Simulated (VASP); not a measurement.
The system is Ga4TeAs.

```
Ga Te As
1.0
     4.02848    0.00000    0.00000
     0.00000    4.02848    0.00000
     0.00000    0.00000    6.82289
Ga Te As
4 1 1
Direct
  0.00000 0.00000 0.60497
  0.50000 0.50000 0.10512
  0.50000 0.50000 0.89488
  0.00000 0.00000 0.39503
  0.50000 0.50000 0.50000
  0.00000 0.00000 0.00000
```

| Quantity | Value |
| --- | --- |
| Program | VASP 6.6.1 |
| Task | relaxation of cell and atoms |
| Functional | PBE |
| Potentials or basis | VASP PAW PBE potentials, release 64 (Ga_d, Te, As) |
| Cutoff | 600 eV |
| k mesh | 4 × 4 × 4 |
| Occupations | gaussian, width 0.1 eV |
| Spin | no spin polarisation |

At the start: pressure 84.4 GPa; volume 18.45 Å³/atom.

How do energy, volume and symmetry change on relaxing?

Over 47 steps the energy falls by 5338.1 meV/atom and the volume is 21.25 Å³/atom (+15.1 %); space group P4/mmm (No. 123, to 0.05 Å).

Step by step:
```tsv
step	energy change (eV)	largest force (eV/Å)	pressure (GPa)	volume (Å³)
1	0.0000	54.1475	84.36	110.73
3	120.3052	133.5742	274.38	111.28
5	119.3280	132.3826	274.13	110.90
7	118.9816	131.9586	274.11	110.77
9	118.8952	131.8551	274.06	110.74
11	118.8737	131.8294	274.04	110.73
13	118.8683	131.8235	274.05	110.73
15	118.8669	131.8211	274.07	110.73
17	118.8666	131.8215	274.06	110.73
19	118.8665	131.8219	274.06	110.73
21	-29.0617	4.0325	4.95	151.27
23	-30.0465	1.3950	-1.66	161.53
25	-30.0727	1.1485	-2.39	163.41
27	-30.2080	1.0997	-2.11	158.84
29	-30.5898	1.1690	0.64	139.24
31	-30.6363	1.2014	1.74	133.32
33	-30.7545	1.0267	2.64	127.68
35	-31.5059	0.6815	1.55	125.88
37	-31.8857	0.6069	1.53	124.65
39	-31.9113	0.5374	1.86	124.16
41	-31.9588	0.3825	-0.78	129.68
43	-32.0205	0.1047	0.14	126.78
45	-32.0277	0.0703	0.15	126.99
47	-32.0288	0.0068	-0.10	127.48
```

Final structure:
```
Ga Te As
1.0
     3.39397    0.00000    0.00000
     0.00000    3.39397    0.00000
     0.00000    0.00000   11.06719
Ga Te As
4 1 1
Direct
  0.00000 0.00000 0.70775
  0.50000 0.50000 0.14256
  0.50000 0.50000 0.85744
  0.00000 0.00000 0.29225
  0.50000 0.50000 0.50000
  0.00000 0.00000 0.00000
```

Caveat: the k points lie up to 0.46 Å⁻¹ apart in the final cell; the volume moved by over 15 % at a fixed basis, so the end points are rough.
